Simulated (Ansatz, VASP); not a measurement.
## One calculation of WS2, two programs

```
W S
1.0
     3.16995    0.00000    0.00000
    -1.58497    2.74525    0.00000
     0.00000    0.00000   12.49107
W S
2 4
Direct
  0.33333 0.66667 0.25000
  0.66667 0.33333 0.75000
  0.66667 0.33333 0.37511
  0.66667 0.33333 0.12489
  0.33333 0.66667 0.87511
  0.33333 0.66667 0.62489
```

Alike in both runs: task single point; functional LDA; k mesh 6 × 6 × 2; no spin polarisation.

|  | VASP | Ansatz |
| --- | --- | --- |
| version | VASP 6.6.1 | Ansatz 0.2.0 |
| potentials or method | VASP PAW LDA potentials, release 64 (W_sv, S) | plane waves, PAW |
| plane-wave cutoff (eV) | 520 | 420 |
| occupations | gaussian, width 0.01 eV | fixed |
| valence electrons in the cell | 52 | 52 |

|  | VASP | Ansatz | Ansatz less VASP |
| --- | --- | --- | --- |
| gap on the k mesh at the Fermi level (eV) | 0.98 | 0.97 | -0.009 |

LDA's correlation is that of Perdew and Zunger in VASP and of Perdew and Wang (1992) in Ansatz.

Spin-orbit coupling is off throughout.
